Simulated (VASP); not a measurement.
Set up this calculation in VASP 6.6.1, as the native input.

```yaml
Task: single point
Functional: BLYP
Dispersion: D4
Potentials_or_basis: VASP PAW PBE potentials, release 64 (Pt, Se)
Cutoff: 520 eV
k_mesh: 8 × 8 × 5
Occupations: fermi-dirac, width 0.05 eV
Spin: no spin polarisation
Dipole_correction: no
Further_INCAR_settings: ALGO = Normal; EDIFF = 1e-07; NBANDS = 18
```

The structure of PtSe2 (Sudovikovite) lies in POSCAR:

```
PtSe2
1.0
    3.6479786689      0.0000000000      0.0000000000
   -1.8239893344      3.1592421997      0.0000000000
    0.0000000000      0.0000000000      4.9586648823
Pt Se
1 2
Direct
    0.0000000000      0.0000000000      0.0000000000
    0.6666666667      0.3333333333      0.7500000000
    0.3333333333      0.6666666667      0.2500000000
```

The input as run:

INCAR

```
PREC     = Accurate       # precision mode
ENCUT    = 520            # plane-wave cutoff, eV
EDIFF    = 1E-7           # SCF threshold, eV
ISMEAR   = -1             # smearing method
SIGMA    = 0.05           # smearing width, eV
LREAL    = F              # projectors in reciprocal space
LASPH    = T              # aspherical terms in the spheres
NELM     = 80             # most SCF steps
ALGO     = Normal         # electronic algorithm
ISIF     = 2              # what is computed and relaxed
LWAVE    = F              # write WAVECAR
LCHARG   = T              # write CHGCAR
GGA      = B5             # functional
ALDAX    = 1.0          
AGGAX    = 1.0          
AGGAC    = 1.0          
ALDAC    = 0.0          
IVDW     = 13             # dispersion correction
VDW_S6   = 1.0          
VDW_S8   = 2.34076671   
VDW_A1   = 0.44488865   
VDW_A2   = 4.0933009    
LELF     = T              # ELF
LVHAR    = T            
NBANDS   = 18             # bands
```

KPOINTS

```
regular mesh
0
Gamma
  8 8 5
```

Potentials or basis: VASP PAW PBE potentials, release 64 (Pt, Se).

The run is started by

```console
$ cat potpaw_PBE.64/Pt/POTCAR potpaw_PBE.64/Se/POTCAR > POTCAR
$ mpirun -np 1 vasp_std > vasp.out
```

Results of the run:

The pressure is 18.4 GPa. The largest force is 2.085 eV/Å. The band gap on the k mesh is zero (band 11 reaches 8.28 eV, above the bottom of band 12 at 8.03 eV). The dispersion energy per atom is -1.025 eV.

Caveat: the PAW data sets were made with another functional, which shifts forces and pressure a little; spin-orbit coupling is left out, which moves the levels of the heavy elements; pairwise dispersion overbinds metals, which lowers pressure and volume.

Wall time 31 s on 1 thread of Intel(R) Xeon(R) 6975P-C (Granite Rapids), with other jobs on the host, peak memory 0.19 GiB.
